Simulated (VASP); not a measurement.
**C: relaxation of cell and atoms with LDA**

The system is C.

```
C
1.0
     1.22805   -2.12706    0.00000
     1.22805    2.12706    0.00000
     0.00000    0.00000    7.17327
C
4
Direct
  0.08338 0.91662 0.75314
  0.58338 0.41662 0.24686
  0.91662 0.08338 0.24686
  0.41662 0.58338 0.75314
```

| Quantity | Value |
| --- | --- |
| Program | VASP 6.6.1 |
| Task | relaxation of cell and atoms |
| Functional | LDA |
| Potentials or basis | VASP PAW LDA potentials, release 64 (C) |
| Cutoff | 600 eV |
| k mesh | 1 × 1 × 1 |
| Occupations | gaussian, width 0.1 eV |
| Spin | no spin polarisation |
| Dipole correction | no |
| Further INCAR settings | ALGO = Normal; EDIFF = 1e-06; IBRION = 2; EDIFFG = -0.01; NSW = 80; ISIF = 3 |

```
Relaxed volume                         : 11.67 Å³/atom
Relaxed cell                           : a = 2.510 Å, b = 2.510 Å, c = 8.552 Å, α = 90.00°, β = 90.00°, γ = 119.96°
Space group after relaxing (to 0.05 Å) : Cmme (No. 67)
Energy gained by relaxing              : 64.1 meV/atom
Ionic steps                            : 23
Pressure after relaxing                : 0.0 GPa
Largest force after relaxing           : 0.009 eV/Å
Band gap on the k mesh                 : 5.14 eV
```

Forces on the atoms (eV/Å):
```
C    0.000 -0.009  0.000
C    0.000 -0.009  0.000
C    0.000  0.009  0.000
C    0.000  0.009  0.000
```

Step by step:
```tsv
step	energy change (eV)	largest force (eV/Å)	pressure (GPa)	volume (Å³)
1	0.0000	0.0440	20.84	37.48
2	0.6346	0.2813	-32.19	44.44
3	-0.1431	0.1065	0.67	39.48
4	-0.1436	0.1007	1.69	39.37
5	-0.1664	0.7491	1.23	40.12
6	-0.1697	1.4885	0.93	40.76
7	-0.1724	1.4666	0.89	40.83
8	-0.1801	1.4009	0.81	41.05
9	-0.1940	1.2696	0.67	41.49
10	-0.2165	1.0077	0.40	42.38
11	-0.2445	0.4866	0.02	44.14
12	-0.2527	0.5427	-0.43	47.68
13	-0.2559	0.2050	-0.29	46.51
14	-0.2559	0.1716	-0.29	46.40
15	-0.2564	0.0300	-0.16	46.55
16	-0.2564	0.0395	-0.12	46.62
17	-0.2565	0.0303	-0.06	46.65
18	-0.2565	0.0287	-0.02	46.66
19	-0.2565	0.0256	0.01	46.67
20	-0.2565	0.0192	0.06	46.69
21	-0.2565	0.0209	0.07	46.69
22	-0.2565	0.0197	0.07	46.69
23	-0.2565	0.0087	0.02	46.69
```

Final structure:
```xyz
4
Lattice="1.2559 -2.1736 0.0000 1.2559 2.1736 0.0000 0.0000 0.0000 8.5524" Properties=species:S:1:pos:R:3 pbc="T T T"
C     1.2559    1.8115    6.4319
C     1.2559   -0.3621    2.1205
C     1.2559   -1.8115    2.1205
C     1.2559    0.3621    6.4319
```

Levels at points of the mesh, in eV from the valence-band top:
| k point | band 6 | band 7 | band 8 | band 9 | band 10 | band 11 |
| --- | --- | --- | --- | --- | --- | --- |
| (0.00, 0.00, 0.00) | -0.01 | 0.00 | 0.00 | 5.14 | 8.50 | 10.61 |

Wall time 16 s on 1 thread of Intel(R) Xeon(R) Platinum 8259CL CPU @ 2.50GHz (Skylake/Cascade Lake), with other jobs on the host, peak memory 0.13 GiB.

Caveat: the k points lie up to 2.89 Å⁻¹ apart in the final cell; the volume moved by over 15 % at a fixed basis, so the end points are rough. LDA gaps usually lie below the measured ones, often by a third to a half.
